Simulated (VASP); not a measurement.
Wanted: the native input for a VASP 6.6.1 run.

```
Task                   : relaxation of volume and atoms at fixed shape
Functional             : PBEsol
Potentials or basis    : VASP PAW PBE potentials, release 64 (Na_pv, Pt)
Cutoff                 : 600 eV
k mesh                 : 9 × 9 × 5
Occupations            : fermi-dirac, width 0.1 eV
Spin                   : no spin polarisation
Dipole correction      : no
Further INCAR settings : ALGO = Normal; EDIFF = 1e-06; IBRION = 2; EDIFFG = -0.02; NSW = 60; ISIF = 8
```

The structure of NaPt lies in POSCAR:

```
NaPt
1.0
    2.8509690000      0.0000000000      0.0000000000
   -1.4254850000      2.4690120000      0.0000000000
    0.0000000000      0.0000000000      4.8898320000
Na Pt
1 1
Direct
    0.6666666667      0.3333333333      0.5000000000
    0.3333333333      0.6666666667      0.0000000000
```

These files were run (other wordings do the same):

INCAR

```
PREC = Accurate
ENCUT = 600
EDIFF = 1E-6
ISMEAR = -1
SIGMA = 0.1
LREAL = F
LASPH = T
NELM = 100
ALGO = Normal
ISIF = 8
LWAVE = F
LCHARG = F
GGA = PS
IBRION = 2
NSW = 60
EDIFFG = -0.02
```

KPOINTS

```
Automatic mesh
0
Gamma
  9 9 5
```

Potentials or basis: VASP PAW PBE potentials, release 64 (Na_pv, Pt).

Command:

```sh
$ cat potpaw_PBE.64/Na_pv/POTCAR potpaw_PBE.64/Pt/POTCAR > POTCAR
$ mpirun -np 1 vasp_std > vasp.out
```

Results of the run:

```
Relaxed volume                         : 16.30 Å³/atom
Relaxed cell                           : a = 2.800 Å, b = 2.800 Å, c = 4.802 Å, α = 90.00°, β = 90.00°, γ = 120.00°
Space group after relaxing (to 0.05 Å) : P-6m2 (No. 187)
Energy gained by relaxing              : 15.0 meV/atom
Ionic steps                            : 3
Pressure after relaxing                : 0.0 GPa
```

Caveat: the PAW data sets were made with another functional, which shifts forces and pressure a little.

Wall time 20 s on 1 thread of Intel(R) Xeon(R) 6975P-C (Granite Rapids), with other jobs on the host, peak memory 0.18 GiB.
